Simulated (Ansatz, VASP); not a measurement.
**One calculation of KTaO3, two programs**

POSCAR

```
KTaO3
1.0
    3.9883000000      0.0000000000      0.0000000000
    0.0000000000      3.9883000000      0.0000000000
    0.0000000000      0.0000000000      3.9883000000
K Ta O
1 1 3
Direct
    0.5000000000      0.5000000000      0.5000000000
    0.0752200186      0.0000000000      0.0000000000
    0.5000000000      0.0000000000      0.0000000000
    0.0000000000      0.5000000000      0.0000000000
    0.0000000000      0.0000000000      0.5000000000
```

The input INCAR.step1:

```
PREC = Accurate
ENCUT = 520
ISMEAR = 0
SIGMA = 0.05
LREAL = F
LASPH = T
NELM = 60
NBANDS = 27
GGA = PE
ALGO = Normal
EDIFF = 1E-4
LWAVE = T
LCHARG = F
```

INCAR.step2

```
PREC = Accurate
ENCUT = 520
EDIFF = 1E-6
ISMEAR = 0
SIGMA = 0.05
LREAL = F
LASPH = T
NELM = 60
ALGO = Normal
ISIF = 2
LWAVE = F
LCHARG = F
METAGGA = R2SCAN
LMIXTAU = T
NBANDS = 27
ISTART = 1
```

KPOINTS

```
regular mesh
0
Gamma
  6 6 6
```

Input for Ansatz:

```yaml
crystal:
  lattice:
    - [3.9883, 0.0, 0.0]
    - [0.0, 3.9883, 0.0]
    - [0.0, 0.0, 3.9883]
  atoms:
    - { symbol: K, position: [0.5, 0.5, 0.5] }
    - { symbol: Ta, position: [0.0752200186, 0.0, 0.0] }
    - { symbol: O, position: [0.5, 0.0, 0.0] }
    - { symbol: O, position: [0.0, 0.5, 0.0] }
    - { symbol: O, position: [0.0, 0.0, 0.5] }
basis:
  ecutwfc: 500
kpoints:
  mp_grid: { grid: [6, 6, 6] }
hamiltonian:
  xc: r2scan
scf:
  occupations: { method: gaussian, width: 0.05 }
output:
  forces: true
  stress: true
  eigenvalues: true
```

Change from the starting cell: all Ta atoms moved -0.300 Å, as atom 2 towards its neighbour atom 3 (O) at 1.994 Å.

Alike in both runs: task single point; functional r2SCAN; k mesh 6 × 6 × 6; occupations gaussian, width 0.05 eV; no spin polarisation.

|  | VASP | Ansatz |
| --- | --- | --- |
| version | VASP 6.6.1 | Ansatz 0.2.0 |
| potentials or method | VASP PAW PBE potentials, release 64 (K_sv, Ta_pv, O), cutoff 520 eV | scalar-relativistic, plane waves, PAW |
| valence electrons in the cell | 38 | 40 |

```csv
,VASP,Ansatz,Ansatz less VASP
gap on the k mesh at the Fermi level (eV),2.58,2.61,+0.031
least direct gap on the mesh (eV),3.45,3.47,+0.021
pressure (GPa),10.7,9.3,-1.41
"traceless stress, the component that is largest in VASP (GPa)",21.18,20.39,-0.783
rms of the force components (eV/Å),2.422,2.271,-0.1517
```

VASP's potentials were made for PBE, not for r2SCAN. Atom by atom the forces differ by 0.156 eV/Å (rms over components). VASP's potentials hold 38 valence electrons a cell and Ansatz's 40, so a difference there can come from the potentials and not from the codes.

Neither program's run includes spin-orbit coupling.
